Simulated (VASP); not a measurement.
A run of VASP 6.6.1 is set up as follows.

The input INCAR:

```
SYSTEM = Si2P
PREC     = Accurate       ! precision mode
ENCUT    = 500            ! plane-wave cutoff, eV
EDIFF    = 1E-6           ! SCF threshold, eV
ISMEAR   = 0              ! smearing method
SIGMA    = 0.1            ! smearing width, eV
LREAL    = .False.        ! projectors in reciprocal space
LASPH    = .True.         ! aspherical terms in the spheres
NELM     = 120            ! most SCF steps
ALGO     = Normal         ! electronic algorithm
ISIF     = 2              ! what is computed and relaxed
LWAVE    = .False.        ! write WAVECAR
LCHARG   = .True.         ! write CHGCAR
GGA      = PE             ! functional
LELF     = .True.         ! ELF
LVHAR    = .True.       
NBANDS   = 14             ! bands
GGA_COMPAT= .False.
```

KPOINTS

```
regular mesh
0
Gamma
  6 6 6
  0 0 0
```

POSCAR

```
Si2P
1.0
    4.2613941955      0.0000000000      0.0000000000
   -2.1306970978      3.6904756289      0.0000000000
    0.0000000000      0.0000000000      2.7617816105
Si P
2 1
Direct
    0.0000000000      0.0000000000      0.5000000000
    0.3333333333      0.6666666667      0.0000000000
    0.6666666667      0.3333333333      0.5000000000
```

Potentials or basis: VASP PAW PBE potentials, release 64 (Si, P).

The run is started by

```bash
$ cat potpaw_PBE.64/Si/POTCAR potpaw_PBE.64/P/POTCAR > POTCAR
$ mpirun -np 1 vasp_std > vasp.out
```

**Question.** What does it give for the pressure?

**Answer.** 0.0 GPa.

**Question.** Predict the band gap on the k mesh.

**Answer.** Zero (an odd number of electrons rules out a gap without spin polarisation).

Stress tensor (GPa, compression positive):
```
 0.10  0.00  0.00
 0.00  0.10  0.00
 0.00  0.00 -0.24
```

Caveat: the k points lie up to 0.38 Å⁻¹ apart, too coarse for converged energies and pressures of a metal; an odd number of electrons without spin polarisation forces a metal; a magnetic or distorted state may lie lower.
